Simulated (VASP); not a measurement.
Here is a VASP 6.6.1 calculation.

Contents of INCAR:

```
SYSTEM = AlGa3N4
  ALGO = Normal
  EDIFF = 1E-6
  ENCUT = 520
  GGA = PS
  ISIF = 2
  ISMEAR = 0
  LASPH = .True.
  LCHARG = .False.
  LREAL = .False.
  LWAVE = .False.
  NBANDS = 41
  NELM = 80
  PREC = Accurate
  SIGMA = 0.05
```

The input KPOINTS:

```
k-points
0
Gamma
  6 6 6
  0 0 0
```

Contents of POSCAR:

```
AlGa3N4
1.0
    4.1548469939      0.0000000000      0.0000000000
    0.0000000000      4.4675774128      0.0000000000
    0.0000000000      0.0000000000      4.4675774128
Al Ga N
1 3 4
Direct
    0.0000000000      0.0000000000      0.0000000000
    0.4631343825      0.5000000673      0.0000000000
    0.5368656175      0.0000000000      0.4999994893
    0.0000000000      0.4999999327      0.5000005107
    0.7550465856      0.7436685412      0.2335759052
    0.7550462288      0.2563311435      0.7664241363
    0.2449537297      0.7664242732      0.7436686781
    0.2449534559      0.2335760421      0.2563312804
```

Potentials or basis: VASP PAW PBE potentials, release 64 (Al, Ga_d, N).

Run with:

```console
$ cat potpaw_PBE.64/Al/POTCAR potpaw_PBE.64/Ga_d/POTCAR potpaw_PBE.64/N/POTCAR > POTCAR
$ mpirun -np 1 vasp_std > vasp.out
```

(1) Predict the band gap on the k mesh.

(2) Estimate the largest force.

(3) Estimate the pressure.

Results:

(1) 2.59 eV.

(2) 1.326 eV/Å.

(3) 15.0 GPa.

Caveat: the cell differs from its parent crystal (atoms displaced along a vibrational mode, the cell strained); the cell stands under pressure; the PAW data sets were made with another functional, which shifts forces and pressure a little.
